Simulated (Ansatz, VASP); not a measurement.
**MgZn2TeS2: VASP beside Ansatz**

```
Mg Zn Te S
1.0
     3.96729    0.00000    0.00000
     0.00000    4.40186    0.00000
     0.00000    0.00000    7.57499
Mg Zn Te S
1 2 1 2
Direct
  0.50000 0.50000 0.50000
  0.00000 0.00000 0.74705
  0.00000 0.00000 0.25295
  0.50000 0.50000 0.00000
  0.50000 0.00000 0.50000
  0.00000 0.50000 0.00000
```

Change from the starting cell: species swapped into the LiCa2NiN2 type (Pmmm, No. 47).

Alike in both runs: task single point; functional PBE; k mesh 4 × 4 × 2; occupations gaussian, width 0.1 eV; no spin polarisation.

```csv
,VASP,Ansatz
version,VASP 6.6.1,Ansatz 0.2.0
potentials or method,"VASP PAW PBE potentials, release 64 (Mg, Zn, Te, S), cutoff 520 eV","scalar-relativistic, plane waves, PAW"
valence electrons in the cell,44,62
```

```csv
,VASP,Ansatz,Ansatz less VASP
gap on the k mesh at the Fermi level (eV),none,none,-
pressure (GPa),26.2,25.8,-0.36
"traceless stress, the component that is largest in VASP (GPa)",44.12,43.47,-0.657
rms of the force components (eV/Å),0.025,0.024,-0.0011
```

Atom by atom the forces differ by 0.001 eV/Å (rms over components). A gap of «none» marks a metal or a gap that the smearing closes. VASP's potentials hold 44 valence electrons a cell and Ansatz's 62, so a difference there can come from the potentials and not from the codes.

The k mesh is coarse, so the values compare programs but aren't converged. Neither program's run includes spin-orbit coupling.
